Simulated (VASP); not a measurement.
# Al (Pm-3m) in VASP: a series of runs

Al is run at these levels: PBE0, PBEsol-based global hybrid; tasks: single point, relaxation of cell and atoms.

Program: VASP 6.6.1. These are calculated values, not measurements. Logs are shortened: lines on timing, memory, paths and dates and some standing lists are left out, and cuts for length are marked.

## 1. The cell of the first run

The structure is cubic, space group Pm-3m (No. 221). The conventional cell has a = 2.706 Å, b = 2.706 Å, c = 2.706 Å, α = 90.00°, β = 90.00°, γ = 90.00°. Within 3.6 Å of Al (site symmetry m-3m) lie 6 Al at 2.71 Å.

## 2. Single point, PBE0

POSCAR reads:

```
Al
1.0
    2.7060334739      0.0000000000      0.0000000000
    0.0000000000      2.7060334739      0.0000000000
    0.0000000000      0.0000000000      2.7060334739
Al
1
Direct
    0.0000000000      0.0000000000      0.0000000000
```

INCAR.step1 reads:

```
  PREC = Accurate
  ENCUT = 520
  EDIFF = 1E-5
  ISMEAR = -1
  SIGMA = 0.05
  LREAL = False
  LASPH = True
  NELM = 60
  ALGO = Normal
  ISIF = 2
  LWAVE = True
  LCHARG = False
  NBANDS = 8
  GGA = PE
```

INCAR.step2 reads:

```
  PREC = Accurate
  ENCUT = 520
  EDIFF = 1E-7
  ISMEAR = -1
  SIGMA = 0.05
  LREAL = False
  LASPH = True
  NELM = 60
  ALGO = Normal
  ISIF = 2
  LWAVE = False
  LCHARG = False
  GGA = PE
  LHFCALC = True
  AEXX = 0.25
  PRECFOCK = Normal
  NBANDS = 8
  ISTART = 1
```

KPOINTS reads:

```
regular mesh
0
Gamma
  5 5 5
```

Potentials or basis: VASP PAW PBE potentials, release 64 (Al).

Run with:

```
$ cat potpaw_PBE.64/Al/POTCAR > POTCAR
$ cp INCAR.step1 INCAR
$ mpirun -np 1 vasp_std > vasp.out
$ cp INCAR.step2 INCAR
$ mpirun -np 1 vasp_std > vasp.out
```

OUTCAR:

```text
PREC = Accurate
   ENCUT = 520
   EDIFF = 1E-7
   ISMEAR = -1
   LREAL = False
   LASPH = True
   NELM = 60
   ISIF = 2
   GGA = PE
   LHFCALC = True
   AEXX = 0.25
   PRECFOCK = Normal
   ISTART = 1

 ion  position               nearest neighbor table
   1  0.000  0.000  0.000-

  LATTYP: Found a simple cubic cell.
 ALAT       =     2.7060334739

  Lattice vectors:

 A1 = (   2.7060334739,   0.0000000000,   0.0000000000)
 A2 = (   0.0000000000,   2.7060334739,   0.0000000000)
 A3 = (   0.0000000000,   0.0000000000,   2.7060334739)

Analysis of symmetry for initial positions (statically):
=====================================================================
 Subroutine PRICEL returns:
 Original cell was already a primitive cell.

 Routine SETGRP: Setting up the symmetry group for a
 simple cubic supercell.

 Subroutine GETGRP returns: Found 48 space group operations
[... 9 lines left out ...]

 Routine SETGRP: Setting up the symmetry group for a
 simple cubic supercell.

 Subroutine GETGRP returns: Found 48 space group operations
[... 11 lines left out ...]
                                     Primitive cell

  volume of cell :      19.8152

  direct lattice vectors                    reciprocal lattice vectors
     2.706033474  0.000000000  0.000000000     0.369544579  0.000000000  0.000000000
     0.000000000  2.706033474  0.000000000     0.000000000  0.369544579  0.000000000
     0.000000000  0.000000000  2.706033474     0.000000000  0.000000000  0.369544579

  length of vectors
     2.706033474  2.706033474  2.706033474     0.369544579  0.369544579  0.369544579

  position of ions in fractional coordinates (direct lattice)
     0.000000000  0.000000000  0.000000000

  ion indices of the primitive-cell ions
   primitive index   ion index
                 1           1

----------------------------------------------------------------------------------------

 KPOINTS: regular mesh

Automatic generation of k-mesh.
 Grid dimensions read from file:
 generate k-points for:    5    5    5

 Generating k-lattice:

  Cartesian coordinates                     Fractional coordinates (reciprocal lattice)
     0.073908916  0.000000000  0.000000000     0.200000000  0.000000000  0.000000000
     0.000000000  0.073908916  0.000000000     0.000000000  0.200000000  0.000000000
     0.000000000  0.000000000  0.073908916     0.000000000  0.000000000  0.200000000

  Length of vectors
     0.073908916  0.073908916  0.073908916

  Shift w.r.t. Gamma in fractional coordinates (k-lattice)
     0.000000000  0.000000000  0.000000000

 Subroutine IBZKPT returns following result:
 ===========================================

 Found     10 irreducible k-points:

 Following reciprocal coordinates:
            Coordinates               Weight
  0.000000  0.000000  0.000000      1.000000
  0.200000  0.000000  0.000000      6.000000
  0.400000  0.000000  0.000000      6.000000
  0.200000  0.200000  0.000000     12.000000
  0.400000  0.200000  0.000000     24.000000
  0.400000  0.400000  0.000000     12.000000
  0.200000  0.200000  0.200000      8.000000
  0.400000  0.200000  0.200000     24.000000
  0.400000  0.400000  0.200000     24.000000
  0.400000  0.400000  0.400000      8.000000
   k-points           NKPTS =     10   k-points in BZ     NKDIM =    125   number of bands    NBANDS=      8
   number of dos      NEDOS =    301   number of ions     NIONS =      1
   total plane-waves  NPLWV =   8000
   dimension x,y,z NGX =    20 NGY =   20 NGZ =   20
   dimension x,y,z NGXF=    40 NGYF=   40 NGZF=   40
   ions per type =               1
   NGX,Y,Z   is equivalent  to a cutoff of  12.29, 12.29, 12.29 a.u.
   NGXF,Y,Z  is equivalent  to a cutoff of  24.57, 24.57, 24.57 a.u.
 SYSTEM =  unknown system
   PREC   = accura    normal or accurate (medium, high low for compatibility)
   ISTART =      1    job   : 0-new  1-cont  2-samecut
   ICHARG =      0    charge: 1-file 2-atom 10-const
   ISPIN  =      1    spin polarized calculation?
   LNONCOLLINEAR =      F non collinear calculations
   LSORBIT =      F    spin-orbit coupling
   LASPH  =      T    aspherical Exc in radial PAW
   ENCUT  =  520.0 eV  38.22 Ry    6.18 a.u.   5.03  5.03  5.03*2*pi/ulx,y,z
   NELM   =     60;   NELMIN=  2; NELMDL=  0     # of ELM steps
   EDIFF  = 0.1E-06   stopping-criterion for ELM
   LREAL  =      F    real-space projection
   EDIFFG = 0.1E-05   stopping-criterion for IOM
   NSW    =      0    number of steps for IOM
   IBRION =     -1    ionic relax: 0-MD 1-quasi-New 2-CG
   NFREE  =      0    steps in history (QN), initial steepest desc. (CG)
   ISIF   =      2    stress and relaxation
   ISYM   =      3    0-nonsym 1-usesym 2-fastsym
   POTIM  = 0.5000    time-step for ionic-motion
   TEBEG  =    0.0;   TEEND  =   0.0 temperature during run
   PSTRESS=    0.0 pullay stress
   NELECT =       3.0000    total number of electrons
   NUPDOWN=      -1.0000    fix difference up-down
   EMIN   =  10.00;   EMAX   =-10.00  energy-range for DOS
   EFERMI =   0.00;   METHOD = LEGACY
   ISMEAR =    -1;   SIGMA  =   0.05  broadening in eV -4-tet -1-fermi 0-gaus
   EFERMI_NEDOS =   21; number of points for ismear=-14 and -15
   IALGO  =     38    algorithm
   IMIX   =      1    mixing-type and parameters
     AMIX     =   0.40;   BMIX     =  1.00
     AMIX_MAG =   1.60;   BMIX_MAG =  1.00
  volume/ion in A,a.u.               =      19.82       133.72
  Fermi-wavevector in a.u.,A,eV,Ry     =   0.872533  1.648849 10.358314  0.761315
  Thomas-Fermi vector in A             =   1.991796
   LORBIT       =      0    0 simple, 1 ext, 2 COOP (PROOUT), +10 PAW based schemes
   GGA     = PE    functional components
   LHFCALC =     T    Hartree Fock is set to
   PRECFOCK=normal    Normal, Fast or Accurate (Low or Medium for compatibility)
   ENCUT4O =  -1.0   cutoff for four orbital integrals eV
   NKREDX  =     1    reduce k-point grid by
   NKREDY  =     1    reduce k-point grid by
   NKREDZ  =     1    reduce k-point grid by
   AEXX    =    0.2500 exact exchange contribution
   HFSCREEN=    0.0000 screening length (either q_TF or 0.3 A-1)
   HFSCREENC=   0.0000 screening length for correlation (either q_TF or 0.3 A-1)
   ENCUTFOCK=  -1.0 apply spherical cutoff to Coloumb kernel
   IVDW    =     0    specifies the selected vdW correction
   LEPSILON=     F    determine dielectric tensor
   LRPA    =     F    only Hartree local field effects (RPA)
 non-spin polarized calculation
  energy-cutoff  :      520.00
  volume of cell :       19.82
 maximum number of plane-waves:       540
  NGX = 16; NGY = 16; NGZ = 16

 number of electron       3.0000000 magnetization

 Free energy of the ion-electron system (eV)
  ---------------------------------------------------
  ext. energy  EPLUGINS =         0.00000000
  ---------------------------------------------------
  free energy    TOTEN  =        -4.06078908 eV

  energy without entropy =       -4.05499294  energy(sigma->0) =       -4.05789101

 E-fermi :   5.4512     XC(G=0):  -7.4944

 val. band max:        5.4068540907   @ k =   0.4000   0.4000   0.0000
 cond. band min:       6.6917062717   @ k =   0.4000   0.4000   0.2000
 fundamental gap:      1.2848521810
 Fermi energy:         5.4512220318

 k-point     1 :       0.0000    0.0000    0.0000
  band No.  band energies     occupation
      1      -5.7594      2.00000
      2      15.0585      0.00000
      3      15.0585      0.00000
      4      16.2780      0.00000
      5      16.2780      0.00000
      6      16.2780      0.00000
      7      22.5980      0.00000
      8      31.8276      0.00000

 k-point     2 :       0.2000    0.0000    0.0000
  band No.  band energies     occupation
      1      -4.8595      2.00000
      2       9.0999      0.00000
      3      15.7590      0.00000
      4      16.9880      0.00000
      5      16.9880      0.00000
      6      20.1730      0.00000
      7      26.0856      0.00000
      8      27.6510      0.00000

 k-point     3 :       0.4000    0.0000    0.0000
  band No.  band energies     occupation
      1      -2.2057      2.00000
      2       2.4544      2.00000
      3      17.4266      0.00000
      4      19.0563      0.00000
      5      19.0563      0.00000
      6      22.8067      0.00000
      7      22.9006      0.00000
      8      22.9006      0.00000

 k-point     4 :       0.2000    0.2000    0.0000
  band No.  band energies     occupation
      1      -3.9579      2.00000
      2       9.2219      0.00000
      3      10.7947      0.00000
      4      17.6912      0.00000
      5      18.6100      0.00000
      6      22.6762      0.00000
      7      24.6863      0.00000
      8      27.3342      0.00000

 k-point     5 :       0.4000    0.2000    0.0000
  band No.  band energies     occupation
      1      -1.2927      2.00000
      2       3.3360      2.00000
      3      12.4121      0.00000
      4      16.6535      0.00000
      5      19.7317      0.00000
      6      21.8413      0.00000
      7      23.5449      0.00000
      8      25.5856      0.00000

 k-point     6 :       0.4000    0.4000    0.0000
  band No.  band energies     occupation
      1       1.4249      2.00000
      2       5.4069      1.41669
      3       7.5065      0.00000
      4      11.3941      0.00000
      5      21.6858      0.00000
      6      24.3184      0.00000
      7      24.7115      0.00000
      8      25.9136      0.00000

 k-point     7 :       0.2000    0.2000    0.2000
  band No.  band energies     occupation
      1      -3.0566      2.00000
      2      10.0138      0.00000
      3      10.0138      0.00000
      4      13.0561      0.00000
      5      22.2139      0.00000
      6      22.2139      0.00000
      7      24.1539      0.00000
      8      25.6759      0.00000

 k-point     8 :       0.4000    0.2000    0.2000
  band No.  band energies     occupation
      1      -0.3845      2.00000
      2       4.2237      2.00000
      3      12.1672      0.00000
      4      14.7313      0.00000
      5      17.2610      0.00000
      6      18.4533      0.00000
      7      25.1854      0.00000
      8      27.2184      0.00000

 k-point     9 :       0.4000    0.4000    0.2000
  band No.  band energies     occupation
      1       2.3230      2.00000
      2       6.6917      0.00000
      3       8.2516      0.00000
      4      12.1182      0.00000
      5      16.3362      0.00000
      6      19.2298      0.00000
      7      20.9733      0.00000
      8      25.0186      0.00000

 k-point    10 :       0.4000    0.4000    0.4000
  band No.  band energies     occupation
      1       4.9028      1.99997
      2       8.9986      0.00000
      3       8.9986      0.00000
      4      12.2149      0.00000
      5      14.0109      0.00000
      6      14.0109      0.00000
      7      16.5043      0.00000
      8      19.7685      0.00000

------------------------ aborting loop because EDIFF is reached ----------------------------------------

  FORCE on cell =-STRESS in cart. coord.  units (eV):
  Direction    XX          YY          ZZ          XY          YZ          ZX
  --------------------------------------------------------------------------------------
  -------------------------------------------------------------------------------------
  Total       -0.0207743     -0.0207743     -0.0207743      0.0000000      0.0000000      0.0000000
  in kB       -1.6797211     -1.6797211     -1.6797211      0.0000000      0.0000000      0.0000000
  external PRESSURE =      -1.6797211 kB  Pullay stress =       0.0000000 kB

 VOLUME and BASIS-vectors are now :
 -----------------------------------------------------------------------------
  energy-cutoff  :      520.00
  volume of cell :       19.82
      direct lattice vectors                 reciprocal lattice vectors
     2.706033474  0.000000000  0.000000000     0.369544579  0.000000000  0.000000000
     0.000000000  2.706033474  0.000000000     0.000000000  0.369544579  0.000000000
     0.000000000  0.000000000  2.706033474     0.000000000  0.000000000  0.369544579

 POSITION                                       TOTAL-FORCE (eV/Angst)
 -----------------------------------------------------------------------------------
      0.00000      0.00000      0.00000         0.000000      0.000000      0.000000
 -----------------------------------------------------------------------------------
    total drift:                               -0.000000     -0.000000     -0.000000

  FREE ENERGIE OF THE ION-ELECTRON SYSTEM (eV)
  ---------------------------------------------------
  free  energy   TOTEN  =        -4.0607890786 eV

  energy  without entropy=       -4.0549929384  energy(sigma->0) =       -4.05789101
```

Run time: 10 s. Hardware: 1 thread of Intel Xeon 6975P-C (Granite Rapids), shared host; peak memory 0.12 GiB.

Results:

```yaml
Free_energy: -4.0608 eV
Pressure: -0.2 GPa
```

Caveat: the k points lie up to 0.46 Å⁻¹ apart; the PAW data sets were made with another functional, which shifts forces and pressure a little.

## 3. Single point, PBEsol-based global hybrid

This run uses another cell than the first one, of 20.16 Å³/atom, 1.018 times its volume.

POSCAR reads:

```
Al
1.0
    2.7217600000      0.0000000000      0.0000000000
    0.0000000000      2.7217600000      0.0000000000
    0.0000000000      0.0000000000      2.7217600000
Al
1
Direct
    0.0000000000      0.0000000000      0.0000000000
```

INCAR.step1 reads:

```
SYSTEM = Al
PREC = Accurate ; ENCUT = 520
EDIFF = 1E-5 ; ISMEAR = -1
SIGMA = 0.05 ; LREAL = .False.
LASPH = .True. ; NELM = 100
ALGO = Normal ; ISIF = 2
LWAVE = .True. ; GGA = PE
NBANDS = 8
```

INCAR.step2 reads:

```
SYSTEM = Al
PREC = Accurate ; ENCUT = 520
EDIFF = 1E-6 ; ISMEAR = -1
SIGMA = 0.05 ; LREAL = .False.
LASPH = .True. ; NELM = 100
ALGO = Normal ; ISIF = 2
LWAVE = .False. ; LCHARG = .True.
GGA = PS ; LHFCALC = .True.
AEXX = 0.25 ; PRECFOCK = Normal
LELF = .True. ; LVHAR = .True.
ISTART = 1 ; NBANDS = 8
```

KPOINTS reads:

```
regular mesh
0
Gamma
  5 5 5
  0 0 0
```

Potentials or basis: VASP PAW PBE potentials, release 64 (Al).

Run with:

```
$ cat potpaw_PBE.64/Al/POTCAR > POTCAR
$ cp INCAR.step1 INCAR
$ mpirun -np 1 vasp_std > vasp.out
$ cp INCAR.step2 INCAR
$ mpirun -np 1 vasp_std > vasp.out
```

Wall time 9.6 s (1 thread of Intel Xeon 6975P-C (Granite Rapids), shared host); peak memory 0.12 GiB.

It converged, with:

```yaml
Free_energy: -4.2532 eV
Pressure: -1.9 GPa
```

Levels at points of the mesh, in eV from the Fermi level:
```tsv
k point	band 1	band 2	band 3	band 4	band 5
(0.00, 0.00, 0.00)	-11.11	9.54	9.54	10.67	10.67
```

Caveat: the k points lie up to 0.46 Å⁻¹ apart; the PAW data sets were made with another functional, which shifts forces and pressure a little.

## 4. Relaxation of cell and atoms, PBE0

This run uses another cell than the first one, of 20.16 Å³/atom, 1.018 times its volume.

POSCAR is that of step 3.

INCAR.step1 reads:

```
  PREC = Accurate
  ENCUT = 600
  EDIFF = 1E-5
  ISMEAR = -1
  SIGMA = 0.05
  LREAL = False
  LASPH = True
  NELM = 80
  ALGO = Normal
  LWAVE = True
  LCHARG = False
  GGA = PE
  NBANDS = 8
```

INCAR.step2 reads:

```
  PREC = Accurate
  ENCUT = 600
  EDIFF = 1E-6
  ISMEAR = -1
  SIGMA = 0.05
  LREAL = False
  LASPH = True
  NELM = 80
  ALGO = Normal
  ISIF = 3
  LWAVE = False
  LCHARG = False
  GGA = PE
  LHFCALC = True
  AEXX = 0.25
  PRECFOCK = Normal
  IBRION = 2
  NSW = 60
  EDIFFG = -0.01
  ISTART = 1
```

KPOINTS reads:

```
regular mesh
0
Gamma
  5 5 5
```

Run with:

```
$ cat potpaw_PBE.64/Al/POTCAR > POTCAR
$ cp INCAR.step1 INCAR
$ mpirun -np 1 vasp_std > vasp.out
$ cp INCAR.step2 INCAR
$ mpirun -np 1 vasp_std > vasp.out
```

It took 26 s on 1 thread of Intel Xeon 6975P-C (Granite Rapids), shared host; peak memory 0.13 GiB.

Results (log left out):

* Free energy: -4.0608 eV
* Relaxed volume: 19.76 Å³/atom
* Relaxed cell: a = 2.704 Å, b = 2.704 Å, c = 2.704 Å, α = 90.00°, β = 90.00°, γ = 90.00°
* Space group after relaxing (to 0.05 Å): Pm-3m (No. 221)
* Energy gained by relaxing: 1.5 meV/atom
* Ionic steps: 3
* Pressure after relaxing: 0.0 GPa

Step by step:
```csv
step,energy change (eV),largest force (eV/Å),pressure (GPa),volume (Å³)
1,0.0000,0.0000,-1.21,20.16
2,-0.0015,0.0000,0.12,19.72
3,-0.0015,0.0000,0.02,19.76
```

Final structure:
```xyz
1
Lattice="2.7036 0.0000 0.0000 0.0000 2.7036 0.0000 0.0000 0.0000 2.7036" Properties=species:S:1:pos:R:3 pbc="T T T"
Al    0.0000    0.0000    0.0000
```

Levels at points of the mesh, in eV from the Fermi level:
| k point | band 1 | band 2 | band 3 | band 4 | band 5 |
| --- | --- | --- | --- | --- | --- |
| (0.00, 0.00, 0.00) | -11.23 | 9.62 | 9.62 | 10.85 | 10.85 |

Caveat: the k points lie up to 0.46 Å⁻¹ apart in the final cell; the PAW data sets were made with another functional, which shifts forces and pressure a little.

## 5. Overview

| task | level | cell | cutoff (eV) | share of exact exchange | gap on the mesh (eV) | pressure (GPa) |
| --- | --- | --- | --- | --- | --- | --- |
| single point | PBE0 | a = 2.706 Å, 1 atom | 520 | - | none | -0.2 |
| single point | PBEsol-based global hybrid | a = 2.722 Å, 1 atom | 520 | 0.25 | none | -1.9 |
| relaxation of cell and atoms | PBE0 | relaxed from a = 2.722 Å, 1 atom | 600 | - | none | 0.0 |

Alike in all rows: potentials or basis VASP PAW PBE potentials, release 64 (Al); no spin polarisation; k mesh 5 × 5 × 5; smearing fermi-dirac 0.05 eV.

Caveats: all runs use coarse meshes; the PAW data sets were made with another functional, which shifts forces and pressure a little.

Absolute energies hang on the potentials; compare differences alone.
